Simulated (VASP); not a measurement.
# Se (P3_121) in VASP: a series of runs

Se is run at these levels: PBE+D3(BJ); tasks: single point.

Program: VASP 6.6.1. These are calculated values, not measurements. Logs are shortened: lines on timing, memory, paths and dates and some standing lists are left out, and cuts for length are marked.

### Step 1. The cell of the first run

It takes space group P3_121 (No. 152, trigonal). Conventional cell: a = 4.049 Å, b = 4.049 Å, c = 5.314 Å, α = 90.00°, β = 90.00°, γ = 120.00°. Se (site symmetry 2) has 6 Se at 2.48 to 3.22 Å within 3.3 Å.

### Step 2. Single point, PBE+D3(BJ) (25.15 Å³/atom)

The input, INCAR:

```
SYSTEM = Se
ALGO = Normal
EDIFF = 1E-7
ENCUT = 520
GGA = PE
ISIF = 2
ISMEAR = 0
IVDW = 12
LASPH = .TRUE.
LCHARG = .FALSE.
LREAL = .FALSE.
LWAVE = .FALSE.
NBANDS = 16
NELM = 60
PREC = Accurate
SIGMA = 0.05
```

The input, KPOINTS:

```
k-points
0
G
  12 12 8
  0 0 0
```

The input, POSCAR:

```
Se
1.0
    4.0493186054      0.0000000000      0.0000000000
   -2.0246593027      3.5068127803      0.0000000000
    0.0000000000      0.0000000000      5.3135158740
Se
3
Direct
    0.2473450691      0.0000000000      0.3333333333
    0.0000000000      0.2473450691      0.6666666667
    0.7526549309      0.7526549309      0.0000000000
```

Potentials or basis: VASP PAW PBE potentials, release 64 (Se).

Launch:

```
> cat potpaw_PBE.64/Se/POTCAR > POTCAR
> mpirun -np 1 vasp_std > vasp.out
```

OUTCAR:

```text
SYSTEM = Se
   EDIFF = 1E-7
   ENCUT = 520
   GGA = PE
   ISIF = 2
   ISMEAR = 0
   IVDW = 12
   LASPH = .TRUE.
   LREAL = .FALSE.
   NELM = 60
   PREC = Accurate
 IVDW          = 12

 ion  position               nearest neighbor table
   1  0.247  0.000  0.333-   3 2.48   2 2.48
   2  0.000  0.247  0.667-   3 2.48   1 2.48
   3  0.753  0.753  0.000-   1 2.48   2 2.48

  LATTYP: Found a hexagonal cell.
 ALAT       =     4.0493186054
 C/A-ratio  =     1.3122000000

  Lattice vectors:

 A1 = (   4.0493186054,   0.0000000000,   0.0000000000)
 A2 = (  -2.0246593027,   3.5068127803,   0.0000000000)
 A3 = (   0.0000000000,   0.0000000000,   5.3135158740)

Analysis of symmetry for initial positions (statically):
=====================================================================
 Subroutine PRICEL returns:
 Original cell was already a primitive cell.

 Routine SETGRP: Setting up the symmetry group for a
 hexagonal supercell.

 Subroutine GETGRP returns: Found  6 space group operations
 (whereof  2 operations were pure point group operations)
 out of a pool of 24 trial point group operations.

The static configuration has the point symmetry C_2 .
 The point group associated with its full space group is D_3 .

Analysis of symmetry for dynamics (positions and initial velocities):
=====================================================================
 Subroutine PRICEL returns:
 Original cell was already a primitive cell.

 Routine SETGRP: Setting up the symmetry group for a
 hexagonal supercell.

 Subroutine GETGRP returns: Found  6 space group operations
 (whereof  2 operations were pure point group operations)
 out of a pool of 24 trial point group operations.

The dynamic configuration has the point symmetry C_2 .
 The point group associated with its full space group is D_3 .

 Subroutine INISYM returns: Found  6 space group operations
 (whereof  2 operations are pure point group operations),
 and found     1 'primitive' translations

----------------------------------------------------------------------------------------

                                     Primitive cell

  volume of cell :      75.4530

  direct lattice vectors                    reciprocal lattice vectors
     4.049318605  0.000000000  0.000000000     0.246955129  0.142579610  0.000000000
    -2.024659303  3.506812780  0.000000000     0.000000000  0.285159221  0.000000000
     0.000000000  0.000000000  5.313515874     0.000000000  0.000000000  0.188199306

  length of vectors
     4.049318605  4.049318605  5.313515874     0.285159221  0.285159221  0.188199306

[... 86 lines left out ...]
   IBRION =     -1    ionic relax: 0-MD 1-quasi-New 2-CG
   NFREE  =      0    steps in history (QN), initial steepest desc. (CG)
   ISIF   =      2    stress and relaxation
   ISYM   =      2    0-nonsym 1-usesym 2-fastsym
   POTIM  = 0.5000    time-step for ionic-motion
   TEBEG  =    0.0;   TEEND  =   0.0 temperature during run
   PSTRESS=    0.0 pullay stress
   NELECT =      18.0000    total number of electrons
   NUPDOWN=      -1.0000    fix difference up-down
   EMIN   =  10.00;   EMAX   =-10.00  energy-range for DOS
   EFERMI =   0.00;   METHOD = LEGACY
   ISMEAR =     0;   SIGMA  =   0.05  broadening in eV -4-tet -1-fermi 0-gaus
   EFERMI_NEDOS =   21; number of points for ismear=-14 and -15
   IALGO  =     38    algorithm
   IMIX   =      4    mixing-type and parameters
     AMIX     =   0.40;   BMIX     =  1.00
     AMIX_MAG =   1.60;   BMIX_MAG =  1.00
  volume/ion in A,a.u.               =      25.15       169.73
  Fermi-wavevector in a.u.,A,eV,Ry     =   1.015329  1.918694 14.026153  1.030893
  Thomas-Fermi vector in A             =   2.148609
   LORBIT       =      0    0 simple, 1 ext, 2 COOP (PROOUT), +10 PAW based schemes
   GGA     = PE    functional components
   LHFCALC =     F    Hartree Fock is set to
   AEXX    =    0.0000 exact exchange contribution
   IVDW    =    12    specifies the selected vdW correction
   LEPSILON=     F    determine dielectric tensor
   LRPA    =     F    only Hartree local field effects (RPA)
 non-spin polarized calculation
 Gauss-broadening in eV      SIGMA  =   0.05
  energy-cutoff  :      520.00
  volume of cell :       75.45
 maximum number of plane-waves:      2050
   NGX = 15   NGY = 15   NGZ = 19

 number of electron      17.9999999 magnetization

 Free energy of the ion-electron system (eV)
  ---------------------------------------------------
  ext. energy  EPLUGINS =         0.00000000
  ---------------------------------------------------
  free energy    TOTEN  =       -10.42271913 eV

  energy without entropy =      -10.42271873  energy(sigma->0) =      -10.42271893

 E-fermi :   3.4713     XC(G=0):  -9.3317

 val. band max:        3.3471330444   @ k =   0.3333   0.3333   0.5000
 cond. band min:       3.5888274152   @ k =   0.3333   0.3333   0.5000
 fundamental gap:      0.2416943709
 Fermi energy:         3.4713163549

 k-point     1 :       0.0000    0.0000    0.0000
  band No.  band energies     occupation
      1     -12.2818      2.00000
      2      -8.5199      2.00000
      3      -8.5199      2.00000
      4       0.0702      2.00000
      5       0.1044      2.00000
      6       0.1044      2.00000
[... 433 lines left out ...]
      3      -7.7984      2.00000
      4      -0.9595      2.00000
      5      -0.7922      2.00000
      6       0.2141      2.00000
[... 8 lines left out ...]
     15      11.1788      0.00000
     16      12.0066      0.00000

 [... further k-points ...]

------------------------ aborting loop because EDIFF is reached ----------------------------------------

 Edisp (eV)   -1.03963

 E8    (eV) :    -0.4295

  FORCE on cell =-STRESS in cart. coord.  units (eV):
  Direction    XX          YY          ZZ          XY          YZ          ZX
  --------------------------------------------------------------------------------------
  -------------------------------------------------------------------------------------
  Total      -0.69095    -0.69095    -1.92083     0.00000     0.00000     0.00000
  in kB     -14.67171   -14.67171   -40.78708     0.00000     0.00000     0.00000
  external pressure =      -23.38 kB  Pullay stress =        0.00 kB

 VOLUME and BASIS-vectors are now :
 -----------------------------------------------------------------------------
  energy-cutoff  :      520.00
  volume of cell :       75.45
      direct lattice vectors                 reciprocal lattice vectors
     4.049318605  0.000000000  0.000000000     0.246955129  0.142579610  0.000000000
    -2.024659303  3.506812780  0.000000000     0.000000000  0.285159221  0.000000000
     0.000000000  0.000000000  5.313515874     0.000000000  0.000000000  0.188199306

 POSITION                                       TOTAL-FORCE (eV/Angst)
 -----------------------------------------------------------------------------------
      1.00158      0.00000      1.77117        -0.184743     -0.000000      0.000000
     -0.50079      0.86739      3.54234         0.092372     -0.159992     -0.000000
      1.52387      2.63942      0.00000         0.092372      0.159992      0.000000
 -----------------------------------------------------------------------------------
    total drift:                                0.000001      0.000001     -0.000000

  FREE ENERGIE OF THE ION-ELECTRON SYSTEM (eV)
  ---------------------------------------------------
  free  energy   TOTEN  =       -11.4623526588 eV

  energy  without entropy=      -11.4623522581  energy(sigma->0) =      -11.46235246
```

OSZICAR:

```text
N       E                     dE             d eps       ncg     rms          rms(c)
DAV:   1     0.796968758181E+02    0.79697E+02   -0.72600E+03  4192   0.940E+02
DAV:   2    -0.558591697931E+01   -0.85283E+02   -0.80837E+02  5488   0.156E+02
DAV:   3    -0.104471908042E+02   -0.48613E+01   -0.48423E+01  5232   0.417E+01
DAV:   4    -0.104781929164E+02   -0.31002E-01   -0.30997E-01  5496   0.397E+00
DAV:   5    -0.104783878765E+02   -0.19496E-03   -0.19496E-03  5488   0.311E-01    0.642E+00
DAV:   6    -0.104355125609E+02    0.42875E-01   -0.30089E-02  5120   0.112E+00    0.396E+00
DAV:   7    -0.104233827496E+02    0.12130E-01   -0.59565E-02  5240   0.156E+00    0.182E-01
DAV:   8    -0.104226152001E+02    0.76755E-03   -0.94118E-03  4600   0.586E-01    0.991E-02
DAV:   9    -0.104226970764E+02   -0.81876E-04   -0.24374E-04  6096   0.106E-01    0.338E-02
DAV:  10    -0.104227178356E+02   -0.20759E-04   -0.40008E-05  5152   0.435E-02    0.736E-03
DAV:  11    -0.104227193863E+02   -0.15508E-05   -0.78103E-06  6056   0.169E-02    0.368E-03
DAV:  12    -0.104227192159E+02    0.17049E-06   -0.18047E-06  5144   0.835E-03    0.210E-03
DAV:  13    -0.104227191280E+02    0.87866E-07   -0.18093E-07  4944   0.250E-03
   1 F= -.11462353E+02 E0= -.11462352E+02  d E =-.400682E-06
```

Wall time 2.2 min (1 thread of Intel Xeon 8259CL, shared host); peak memory 0.27 GiB.

Results:

- Free energy: -11.4624 eV
- Pressure: -2.3 GPa
- Largest force: 0.185 eV/Å
- Band gap on the k mesh: 0.24 eV
- Dispersion energy per atom: -0.347 eV

Forces on the atoms (eV/Å):
```
Se  -0.185  0.000  0.000
Se   0.092 -0.160  0.000
Se   0.092  0.160  0.000
```

A k mesh can miss the band edges.

### Step 3. Single point, PBE+D3(BJ) (25.15 Å³/atom)

The input, INCAR:

```
PREC = Accurate
ENCUT = 520
EDIFF = 1E-7
ISMEAR = 0
SIGMA = 0.05
LREAL = False
LASPH = True
NELM = 60
ALGO = Normal
ISIF = 2
LWAVE = False
LCHARG = False
GGA = PE
IVDW = 12
NBANDS = 16
```

The input, KPOINTS:

```
regular mesh
0
Gamma
  12 12 8
```

The input, POSCAR:

```
Se
1.0
    4.2722700225      0.0000000000      0.0000000000
   -2.1361350112      3.6998943713      0.0000000000
    0.0000000000      0.0000000000      4.7734072961
Se
3
Direct
    0.2473450691      0.0000000000      0.3333333333
    0.0000000000      0.2473450691      0.6666666667
    0.7526549309      0.7526549309      0.0000000000
```

Potentials or basis: VASP PAW PBE potentials, release 64 (Se).

Launch:

```
> cat potpaw_PBE.64/Se/POTCAR > POTCAR
> mpirun -np 1 vasp_std > vasp.out
```

Wall time 2 min (1 thread of Intel Xeon 8259CL, shared host); peak memory 0.28 GiB.

Results (log left out):

```yaml
Free_energy: -11.4191 eV
Pressure: 0.6 GPa
Largest_force: 0.095 eV/Å
Band_gap_on_the_k_mesh: 0.39 eV (least direct gap 1.41 eV)
Dispersion_energy_per_atom: -0.345 eV
```

Forces in eV/Å, atoms in the order of the input:
```
Se  -0.095  0.000  0.000
Se   0.047 -0.082  0.000
Se   0.047  0.082  0.000
```

Stress tensor (GPa, compression positive):
```
-0.68  0.00  0.00
 0.00 -0.68  0.00
 0.00  0.00  3.12
```

Levels at points of the mesh, in eV from the valence-band top:
| k point | band 5 | band 6 | band 7 | band 8 | band 9 | band 10 | band 11 | band 12 | band 13 | band 14 |
| --- | --- | --- | --- | --- | --- | --- | --- | --- | --- | --- |
| (0.00, 0.00, 0.00) | -3.94 | -3.94 | -2.37 | -2.37 | -0.90 | 1.38 | 1.50 | 1.50 | 6.33 | 6.33 |
| (0.50, 0.00, 0.00) | -5.10 | -4.10 | -3.34 | -1.73 | -1.20 | 1.43 | 1.54 | 3.89 | 4.45 | 7.69 |
| (0.00, 0.00, 0.50) | -3.72 | -3.72 | -1.98 | -1.98 | -1.38 | 0.39 | 0.39 | 0.87 | 6.26 | 6.43 |
| (0.50, 0.00, 0.50) | -4.68 | -4.62 | -2.66 | -1.91 | 0.00 | 1.80 | 2.44 | 2.60 | 6.18 | 7.83 |

A k mesh can miss the band edges.

### Step 4. Single point, PBE+D3(BJ) (25.15 Å³/atom)

The input, INCAR:

```
ALGO = Normal
EDIFF = 1E-6
ENCUT = 520
GGA = PE
ISIF = 2
ISMEAR = 0
IVDW = 12
LASPH = True
LCHARG = False
LREAL = False
LWAVE = False
NBANDS = 16
NELM = 60
PREC = Accurate
SIGMA = 0.05
```

The input, KPOINTS:

```
k-points
0
Gamma
  12 12 8
```

The input, POSCAR:

```
Se
1.0
    4.1039849228      0.0000000000      0.0000000000
   -2.0519924614      3.5541551999      0.0000000000
    0.0000000000      0.0000000000      5.1729033844
Se
3
Direct
    0.2473450691      0.0000000000      0.3333333333
    0.0000000000      0.2473450691      0.6666666667
    0.7526549309      0.7526549309      0.0000000000
```

Launch:

```
> cat potpaw_PBE.64/Se/POTCAR > POTCAR
> mpirun -np 1 vasp_std > vasp.out
```

Wall time 1.9 min (1 thread of Intel Xeon 8259CL, shared host); peak memory 0.28 GiB.

Results (log left out):

```
Free energy                : -11.4832 eV
Pressure                   : -1.5 GPa
Largest force              : 0.168 eV/Å
Band gap on the k mesh     : 0.50 eV (least direct gap 0.52 eV)
Dispersion energy per atom : -0.346 eV
```

Forces in eV/Å, atoms in the order of the input:
```
Se  -0.168  0.000  0.000
Se   0.084 -0.145  0.000
Se   0.084  0.145  0.000
```

Stress tensor (GPa, compression positive):
```
-1.30  0.00  0.00
 0.00 -1.30  0.00
 0.00  0.00 -2.01
```

Levels at points of the mesh, in eV from the valence-band top:
```
           k point  band 5  band 6  band 7  band 8  band 9  band 10  band 11  band 12  band 13  band 14
(0.00, 0.00, 0.00)   -3.38   -3.38   -1.78   -1.78   -0.49     1.44     1.44     2.04     6.47     6.47
(0.50, 0.00, 0.00)   -4.79   -3.64   -3.40   -1.40   -0.93     1.47     1.72     4.11     4.59     8.54
(0.00, 0.00, 0.50)   -3.00   -3.00   -1.31   -1.28   -1.28     0.96     0.97     0.97     5.80     7.14
(0.50, 0.00, 0.50)   -4.22   -4.10   -2.29   -1.82   -0.07     1.31     2.46     2.90     6.08     7.41
```

### Step 5. The runs side by side

| cell | gap on the mesh (eV) | pressure (GPa) | largest force (eV/Å) |
| --- | --- | --- | --- |
| a = 4.049, b = 4.049, c = 5.314 Å, angles 90.0, 90.0, 120.0°, 3 atoms | 0.24 | -2.3 | 0.18 |
| a = 4.272, b = 4.272, c = 4.773 Å, angles 90.0, 90.0, 120.0°, 3 atoms | 0.39 | 0.6 | 0.09 |
| a = 4.104, b = 4.104, c = 5.173 Å, angles 90.0, 90.0, 120.0°, 3 atoms | 0.50 | -1.5 | 0.17 |

Alike in all rows: task single point; level PBE+D3(BJ); potentials or basis VASP PAW PBE potentials, release 64 (Se); no spin polarisation; k mesh 12 × 12 × 8; cutoff (eV) 520; smearing gaussian 0.05 eV.

Absolute energies hang on the potentials; compare differences alone.
